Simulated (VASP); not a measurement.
Here is a VASP 6.6.1 calculation.

INCAR

```
PREC = Accurate
ENCUT = 520
EDIFF = 1E-6
ISMEAR = 0
SIGMA = 0.01
LREAL = Auto
LASPH = True
NELM = 80
ALGO = Normal
ISIF = 2
LWAVE = False
LCHARG = True
GGA = PE
LELF = True
LVHAR = True
NBANDS = 86
ISYM = 0
```

KPOINTS

```
Automatic mesh
0
Gamma
  1 1 2
  0.25 0.25 0.25
```

POSCAR

```
GaN
1.0
    6.4372426901      0.0000000029      0.0000000000
   -3.2186213475      5.5748156985      0.0000000000
    0.0000000000      0.0000000000      5.2435339950
Ga N
8 8
Direct
    0.3333333333      0.1666666667      0.4991368700
    0.1666666667      0.3333333333      0.9991368700
    0.3333333333      0.6666666667      0.4991368700
    0.1666666667      0.8333333333      0.9991368700
    0.8333333333      0.1666666667      0.4991368700
    0.6666666667      0.3333333333      0.9991368700
    0.8333333333      0.6666666667      0.4991368700
    0.6666666667      0.8333333333      0.9991368700
    0.3333333333      0.1666666667      0.8758631300
    0.1666666667      0.3333333333      0.3758631300
    0.3333333333      0.6666666667      0.8758631300
    0.1666666667      0.8333333333      0.3758631300
    0.8333333333      0.1666666667      0.8758631300
    0.6666666667      0.3333333333      0.3758631300
    0.8333333333      0.6666666667      0.8758631300
    0.6666666667      0.8333333333      0.3758631300
```

Potentials or basis: VASP PAW PBE potentials, release 64 (Ga_d, N).

Launch:

```console
$ cat potpaw_PBE.64/Ga_d/POTCAR potpaw_PBE.64/N/POTCAR > POTCAR
$ mpirun -np 1 vasp_std > vasp.out
```

Question: What does it give for the pressure?

Answer: -0.8 GPa.

Question: Predict the largest force.

Answer: 0.062 eV/Å.

Question: Estimate the band gap on the k mesh.

Answer: 4.51 eV.

Forces on the atoms (eV/Å):
```
Ga   0.000  0.000 -0.061
Ga   0.000  0.000 -0.061
Ga   0.000  0.000 -0.061
Ga   0.000  0.000 -0.061
Ga   0.000  0.000 -0.061
Ga   0.000  0.000 -0.061
Ga   0.000  0.000 -0.061
Ga   0.000  0.000 -0.061
N    0.000  0.000  0.061
N    0.000  0.000  0.062
N    0.000  0.000  0.061
N    0.000  0.000  0.061
N    0.000  0.000  0.061
N    0.000  0.000  0.061
N    0.000  0.000  0.062
N    0.000  0.000  0.061
```

Caveat: the k points lie up to 1.13 Å⁻¹ apart. A k mesh can miss the band edges.
